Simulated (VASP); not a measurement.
A run of VASP 6.6.1 is set up as follows.

INCAR

```
SYSTEM = Ir
PREC     = Accurate       ! precision mode
ENCUT    = 500            ! plane-wave cutoff, eV
EDIFF    = 1E-6           ! SCF threshold, eV
ISMEAR   = 1              ! smearing method
SIGMA    = 0.15           ! smearing width, eV
LREAL    = .FALSE.        ! projectors in reciprocal space
LASPH    = .TRUE.         ! aspherical terms in the spheres
NELM     = 120            ! most SCF steps
ALGO     = Normal         ! electronic algorithm
ISIF     = 2              ! what is computed and relaxed
LWAVE    = .FALSE.        ! write WAVECAR
LCHARG   = .TRUE.         ! write CHGCAR
GGA      = PE             ! functional
LELF     = .TRUE.         ! ELF
LVHAR    = .TRUE.       
NBANDS   = 10             ! bands
GGA_COMPAT= .FALSE.
```

File KPOINTS:

```
regular mesh
0
G
  10 10 10
  0 0 0
```

Contents of POSCAR:

```
Ir
1.0
    0.0000000000      1.9156000000      1.9156000000
    1.9156000000      0.0000000000      1.9156000000
    1.9156000000      1.9156000000      0.0000000000
Ir
1
Direct
    0.0000000000      0.0000000000      0.0000000000
```

Potentials or basis: VASP PAW PBE potentials, release 64 (Ir).

The run is started by

```console
$ cat potpaw_PBE.64/Ir/POTCAR > POTCAR
$ mpirun -np 1 vasp_std > vasp.out
```

(1) Estimate the pressure.

## Answers

(1) 12.2 GPa.
